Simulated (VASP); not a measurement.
Here is a VASP 6.6.1 calculation.

INCAR

```
PREC     = Accurate       # precision mode
ENCUT    = 520            # plane-wave cutoff, eV
EDIFF    = 1E-6           # SCF threshold, eV
ISMEAR   = 0              # smearing method
SIGMA    = 0.01           # smearing width, eV
LREAL    = False          # projectors in reciprocal space
LASPH    = True           # aspherical terms in the spheres
NELM     = 80             # most SCF steps
ALGO     = Normal         # electronic algorithm
ISIF     = 2              # what is computed and relaxed
LWAVE    = False          # write WAVECAR
LCHARG   = False          # write CHGCAR
NBANDS   = 28             # bands
```

KPOINTS

```
Automatic mesh
0
Gamma
  6 6 6
```

Contents of POSCAR:

```
PbS
1.0
    2.0637484146     -5.8692756833      0.0000000000
    2.0637484146      5.8692756833      0.0000000000
    0.0000000000      0.0000000000      4.2604423703
Pb S
2 2
Direct
    0.8722772600      0.1277227400      0.7500000000
    0.1277227400      0.8722772600      0.2500000000
    0.6436799886      0.3563200114      0.7500000000
    0.3563200114      0.6436799886      0.2500000000
```

Potentials or basis: VASP PAW LDA potentials, release 64 (Pb_d, S).

The run is started by

```console
$ cat potpaw_LDA.64/Pb_d/POTCAR potpaw_LDA.64/S/POTCAR > POTCAR
$ mpirun -np 1 vasp_std > vasp.out
```

(1) Predict the band gap on the k mesh.

(2) Predict the pressure.

(3) Estimate the largest force.

Results:

(1) 1.03 eV, indirect (least direct gap 1.17 eV).

(2) -2.7 GPa.

(3) 0.086 eV/Å.

Caveat: spin-orbit coupling is left out, which moves the levels of the heavy elements.
